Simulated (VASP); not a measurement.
Write the native input for VASP 6.6.1 that does the following.

* Task: single point
* Functional: PBE
* Potentials or basis: VASP PAW PBE potentials, release 64 (Si, O)
* Cutoff: 520 eV
* k mesh: 2 × 2 × 2
* Occupations: fermi-dirac, width 0.02 eV
* Spin: collinear spin, zero start
* Starting moments: [0.0, 0.0, 0.0, 0.0, 0.0, 0.0, 0.0, 0.0, 0.0, 0.0, 0.0, 0.0, 0.0, 0.0, 0.0, 0.0, 0.0] μB
* Dipole correction: no
* Further INCAR settings: LREAL = Auto; ALGO = Normal; EDIFF = 1e-07; NBANDS = 53

The structure of Si16O (a cell with a defect) lies in POSCAR:

```
Si16O
1.0
    0.0000000000      5.4300000000      5.4300000000
    5.4300000000      0.0000000000      5.4300000000
    5.4300000000      5.4300000000      0.0000000000
Si O
16 1
Direct
   -0.0143278085      0.0075138122      0.0187661142
    0.0815193370      0.1395856354      0.1398802947
    0.0339594843     -0.0406998158      0.4807918969
    0.0506813996      0.1463904236      0.6339594843
    0.0429742173      0.4930478821     -0.0276703499
    0.1557274401      0.6255616943      0.1278821363
    0.0498158379      0.4758931860      0.5119521179
    0.2153591160      0.6101104972      0.6111418048
    0.4822467772      0.0430018416     -0.0129650092
    0.5998342541      0.1777716390      0.1102209945
    0.4274861878      0.0600092081      0.4701565378
    0.6046593002      0.1225782689      0.6104788214
    0.5214640884      0.5373756906     -0.0399539595
    0.6759852670      0.6396685083      0.0885819521
    0.5759944751      0.4751104972      0.4710220994
    0.5436648250      0.6825046041      0.6280662983
    0.8232412523      0.6622836096      0.5645488029
```

These files were run (other wordings do the same):

INCAR

```
  PREC = Accurate
  ENCUT = 520
  EDIFF = 1E-7
  ISMEAR = -1
  SIGMA = 0.02
  LREAL = Auto
  LASPH = True
  NELM = 150
  ALGO = Normal
  ISIF = 2
  LWAVE = False
  LCHARG = False
  ISPIN = 2
  MAGMOM = 0 0 0 0 0 0 0 0 0 0 0 0 0 0 0 0 0
  LORBIT = 11
  GGA = PE
  NBANDS = 53
```

KPOINTS

```
regular mesh
0
Gamma
  2 2 2
```

Potentials or basis: VASP PAW PBE potentials, release 64 (Si, O).

Launch:

```console
$ cat potpaw_PBE.64/Si/POTCAR potpaw_PBE.64/O/POTCAR > POTCAR
$ mpirun -np 1 vasp_std > vasp.out
```

Results of the run:

```json
{
 "Pressure": "3.8 GPa",
 "Largest force": "3.782 eV/Å",
 "Band gap on the k mesh": "0.19 eV",
 "Net moment": "0.00 μB per cell",
 "Valence electrons inside the program's atomic spheres": "Si 1.68, 1.75, 1.69, 1.71, 1.66, 1.67, 1.72, 1.63, 1.70, 1.64 (each value once); O 5.11"
}
```

Caveat: the k points lie up to 0.50 Å⁻¹ apart.

It took 5.2 min on 1 thread of Intel(R) Xeon(R) 6975P-C (Granite Rapids), with other jobs on the host, peak memory 0.71 GiB.
